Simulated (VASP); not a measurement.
# SiC (R3m) in VASP: a series of runs, part 2 of 3

VASP 6.6.1. The steps go on from the part before.

### Step 3. Relaxation of the atoms, PBEsol (strained cell)

The input, INCAR:

```
SYSTEM = SiC
ALGO = Normal ; EDIFF = 1E-7
EDIFFG = -0.002 ; ENCUT = 520
GGA = PS ; GGA_COMPAT = .False.
IBRION = 2 ; ISIF = 2
ISMEAR = 0 ; LASPH = .True.
LCHARG = .False. ; LREAL = .False.
LWAVE = .False. ; NELM = 120
NELMIN = 4 ; NSW = 60
PREC = Accurate ; SIGMA = 0.02
```

The input, KPOINTS:

```
k-points
0
Gamma
  9 9 9
  0 0 0
```

The input, POSCAR:

```
SiC
1.0
    0.0269878430      2.1727415734      2.1727415734
    2.1727415734      0.0269878430      2.1727415734
    2.1727415734      2.1727415734      0.0269878430
Si C
1 1
Direct
    0.0001232041      0.0001232041      0.0001232041
    0.2498767959      0.2498767959      0.2498767959
```

Potentials or basis: VASP PAW PBE potentials, release 64 (Si, C).

Run with:

```console
$ cat potpaw_PBE.64/Si/POTCAR potpaw_PBE.64/C/POTCAR > POTCAR
$ mpirun -np 1 vasp_std > vasp.out
```

OUTCAR:

```text
SYSTEM = SiC
   EDIFF = 1E-7
   EDIFFG = -0.002
   ENCUT = 520
   GGA = PS
   IBRION = 2
   ISIF = 2
   ISMEAR = 0
   LASPH = .True.
   LREAL = .False.
   NELM = 120
   NELMIN = 4
   NSW = 60
   PREC = Accurate

 ion  position               nearest neighbor table
   1  0.000  0.000  0.000-   2 1.86   2 1.86   2 1.86   2 1.89
   2  0.250  0.250  0.250-   1 1.86   1 1.86   1 1.86   1 1.89

  LATTYP: Found a trigonal (rhomboedric) cell.
 ALAT       =     3.0728391161
 COS(alpha) =     0.5123815751

  Lattice vectors:

 A1 = (   0.0269878430,   2.1727415734,   2.1727415734)
 A2 = (   2.1727415734,   0.0269878430,   2.1727415734)
 A3 = (   2.1727415734,   2.1727415734,   0.0269878430)

Analysis of symmetry for initial positions (statically):
=====================================================================
 Subroutine PRICEL returns:
 Original cell was already a primitive cell.

 Routine SETGRP: Setting up the symmetry group for a
 trigonal (rhombohedral) supercell.

 Subroutine GETGRP returns: Found  6 space group operations
 (whereof  6 operations were pure point group operations)
 out of a pool of 12 trial point group operations.

The static configuration has the point symmetry C_3v.

Analysis of symmetry for dynamics (positions and initial velocities):
=====================================================================
 Subroutine PRICEL returns:
 Original cell was already a primitive cell.

 Routine SETGRP: Setting up the symmetry group for a
 trigonal (rhombohedral) supercell.

 Subroutine GETGRP returns: Found  6 space group operations
 (whereof  6 operations were pure point group operations)
 out of a pool of 12 trial point group operations.

The dynamic configuration has the point symmetry C_3v.

 Subroutine INISYM returns: Found  6 space group operations
 (whereof  6 operations are pure point group operations),
 and found     1 'primitive' translations

----------------------------------------------------------------------------------------

                                     Primitive cell

  volume of cell :      20.1320

  direct lattice vectors                    reciprocal lattice vectors
     0.026987843  2.172741573  2.172741573    -0.234456593  0.231580113  0.231580113
     2.172741573  0.026987843  2.172741573     0.231580113 -0.234456593  0.231580113
     2.172741573  2.172741573  0.026987843     0.231580113  0.231580113 -0.234456593

  length of vectors
     3.072839116  3.072839116  3.072839116     0.402776106  0.402776106  0.402776106

  position of ions in fractional coordinates (direct lattice)
     0.000123204  0.000123204  0.000123204
     0.249876796  0.249876796  0.249876796

  ion indices of the primitive-cell ions
   primitive index   ion index
                 1           1
                 2           2

----------------------------------------------------------------------------------------

 KPOINTS: k-points

Automatic generation of k-mesh.
 Grid dimensions read from file:
 generate k-points for:    9    9    9

 Generating k-lattice:

[... 23 lines left out ...]
  0.111111  0.111111  0.000000      6.000000
[... 16 lines left out ...]
 -0.333333  0.333333  0.000000      6.000000
  0.444444  0.444444  0.000000      6.000000
 [... further k-points ...]
   k-points           NKPTS =     85   k-points in BZ     NKDIM =     85   number of bands    NBANDS=      8
   number of dos      NEDOS =    301   number of ions     NIONS =      2
   total plane-waves  NPLWV =  13824
   dimension x,y,z NGX =    24 NGY =   24 NGZ =   24
   dimension x,y,z NGXF=    48 NGYF=   48 NGZF=   48
   ions per type =               1   1
   NGX,Y,Z   is equivalent  to a cutoff of  12.98, 12.98, 12.98 a.u.
   NGXF,Y,Z  is equivalent  to a cutoff of  25.97, 25.97, 25.97 a.u.
 SYSTEM =  SiC
   PREC   = accura    normal or accurate (medium, high low for compatibility)
   ISTART =      0    job   : 0-new  1-cont  2-samecut
   ICHARG =      2    charge: 1-file 2-atom 10-const
   ISPIN  =      1    spin polarized calculation?
   LNONCOLLINEAR =      F non collinear calculations
   LSORBIT =      F    spin-orbit coupling
   LASPH  =      T    aspherical Exc in radial PAW
   ENCUT  =  520.0 eV  38.22 Ry    6.18 a.u.   5.71  5.71  5.71*2*pi/ulx,y,z
   NELM   =    120;   NELMIN=  4; NELMDL= -5     # of ELM steps
   EDIFF  = 0.1E-06   stopping-criterion for ELM
   LREAL  =      F    real-space projection
   EDIFFG = -.2E-02   stopping-criterion for IOM
   NSW    =     60    number of steps for IOM
   IBRION =      2    ionic relax: 0-MD 1-quasi-New 2-CG
   NFREE  =      1    steps in history (QN), initial steepest desc. (CG)
   ISIF   =      2    stress and relaxation
   ISYM   =      2    0-nonsym 1-usesym 2-fastsym
   POTIM  = 0.5000    time-step for ionic-motion
   TEBEG  =    0.0;   TEEND  =   0.0 temperature during run
   PSTRESS=    0.0 pullay stress
   NELECT =       8.0000    total number of electrons
   NUPDOWN=      -1.0000    fix difference up-down
   EMIN   =  10.00;   EMAX   =-10.00  energy-range for DOS
   EFERMI =   0.00;   METHOD = LEGACY
   ISMEAR =     0;   SIGMA  =   0.02  broadening in eV -4-tet -1-fermi 0-gaus
   EFERMI_NEDOS =   21; number of points for ismear=-14 and -15
   IALGO  =     38    algorithm
   IMIX   =      4    mixing-type and parameters
     AMIX     =   0.40;   BMIX     =  1.00
     AMIX_MAG =   1.60;   BMIX_MAG =  1.00
  volume/ion in A,a.u.               =      10.07        67.93
  Fermi-wavevector in a.u.,A,eV,Ry     =   1.203583  2.274441 19.709553  1.448611
  Thomas-Fermi vector in A             =   2.339332
   LORBIT       =      0    0 simple, 1 ext, 2 COOP (PROOUT), +10 PAW based schemes
   GGA     = PS    functional components
   LHFCALC =     F    Hartree Fock is set to
   AEXX    =    0.0000 exact exchange contribution
   IVDW    =     0    specifies the selected vdW correction
   LEPSILON=     F    determine dielectric tensor
   LRPA    =     F    only Hartree local field effects (RPA)
 conjugate gradient relaxation of ions
 non-spin polarized calculation
 Gauss-broadening in eV      SIGMA  =   0.02
  energy-cutoff  :      520.00
  volume of cell :       20.13
 maximum number of plane-waves:       556
   NGX = 11   NGY = 11   NGZ = 11

--------------------------------------- Ionic step        1  -------------------------------------------

 number of electron       8.0000000 magnetization

 Free energy of the ion-electron system (eV)
  ---------------------------------------------------
  ext. energy  EPLUGINS =         0.00000000
  ---------------------------------------------------
  free energy    TOTEN  =       -15.89477503 eV

  energy without entropy =      -15.89477503  energy(sigma->0) =      -15.89477503

------------------------ aborting loop because EDIFF is reached ----------------------------------------

  FORCE on cell =-STRESS in cart. coord.  units (eV):
  Direction    XX          YY          ZZ          XY          YZ          ZX
  --------------------------------------------------------------------------------------
  -------------------------------------------------------------------------------------
  Total        0.8398789      0.8398789      0.8398789     -0.4453459     -0.4453459     -0.4453459
  in kB       66.8406320     66.8406320     66.8406320    -35.4422552    -35.4422552    -35.4422552
  external PRESSURE =      66.8406320 kB  Pullay stress =       0.0000000 kB
[... 59 lines left out ...]
--------------------------------------- Ionic step        3  -------------------------------------------

 number of electron       8.0000000 magnetization

 Free energy of the ion-electron system (eV)
  ---------------------------------------------------
  ext. energy  EPLUGINS =         0.00000000
  ---------------------------------------------------
  free energy    TOTEN  =       -15.89547086 eV

  energy without entropy =      -15.89547086  energy(sigma->0) =      -15.89547086

 E-fermi :   8.5317     XC(G=0): -11.6235

 val. band max:        8.4382749552   @ k =   0.0000   0.0000   0.0000
 cond. band min:       9.7182329504   @ k =   0.4444   0.4444   0.0000
 fundamental gap:      1.2799579952
 Fermi energy:         8.5317445855

 k-point     1 :       0.0000    0.0000    0.0000
  band No.  band energies     occupation
      1      -7.2741      2.00000
      2       8.2310      2.00000
      3       8.4383      2.00000
      4       8.4383      2.00000
      5      14.7261      0.00000
      6      15.6825      0.00000
      7      15.9406      0.00000
      8      15.9406      0.00000
[... 243 lines left out ...]
 k-point    24 :       0.4444    0.4444    0.0000
  band No.  band energies     occupation
      1      -2.5686      2.00000
      2       1.0024      2.00000
      3       5.0600      2.00000
      4       5.2889      2.00000
      5       9.7182      0.00000
      6      12.7713      0.00000
      7      22.3254      0.00000
      8      22.3549      0.00000

 [... further k-points ...]
[... 5 lines left out ...]
  --------------------------------------------------------------------------------------
  -------------------------------------------------------------------------------------
  Total        0.8318217      0.8318217      0.8318217     -0.4025437     -0.4025437     -0.4025437
  in kB       66.1994118     66.1994118     66.1994118    -32.0358989    -32.0358989    -32.0358989
  external PRESSURE =      66.1994118 kB  Pullay stress =       0.0000000 kB
[... 17 lines left out ...]
  FREE ENERGIE OF THE ION-ELECTRON SYSTEM (eV)
  ---------------------------------------------------
  free  energy   TOTEN  =       -15.8954708596 eV

  energy  without entropy=      -15.8954708596  energy(sigma->0) =      -15.89547086

 reached required accuracy - stopping structural energy minimisation
```

Run time: 26 s. Hardware: 1 thread of Intel Xeon 8259CL, shared host; peak memory 0.14 GiB.

Results:

- Free energy: -15.8955 eV
- Energy gained by relaxing: 0.3 meV/atom
- Ionic steps: 3
- Pressure after relaxing: 6.6 GPa
- Band gap on the k mesh: 1.28 eV (least direct gap 4.43 eV)

Stress tensor (GPa, compression positive):
```
 6.62 -3.20 -3.20
-3.20  6.62 -3.20
-3.20 -3.20  6.62
```

Step by step:
| step | energy change (eV) | largest force (eV/Å) | pressure (GPa) |
| --- | --- | --- | --- |
| 1 | 0.0000 | 0.1640 | 6.68 |
| 2 | -0.0002 | 0.1481 | 6.58 |
| 3 | -0.0007 | 0.0001 | 6.62 |

Final structure:
```
Si C
1.0
     0.02699    2.17274    2.17274
     2.17274    0.02699    2.17274
     2.17274    2.17274    0.02699
Si C
1 1
Direct
  0.00068 0.00068 0.00068
  0.24932 0.24932 0.24932
```

Levels at points of the mesh, in eV from the valence-band top:
| k point | band 2 | band 3 | band 4 | band 5 | band 6 | band 7 |
| --- | --- | --- | --- | --- | --- | --- |
| (0.00, 0.00, 0.00) | -0.21 | 0.00 | 0.00 | 6.29 | 7.24 | 7.50 |

Caveat: the cell differs from its parent crystal (strained cell); the PAW data sets were made with another functional, which shifts forces and pressure a little; an odd mesh through Γ misses points on the zone boundary, where band edges can lie.

(Continued in part 3 of 3.)
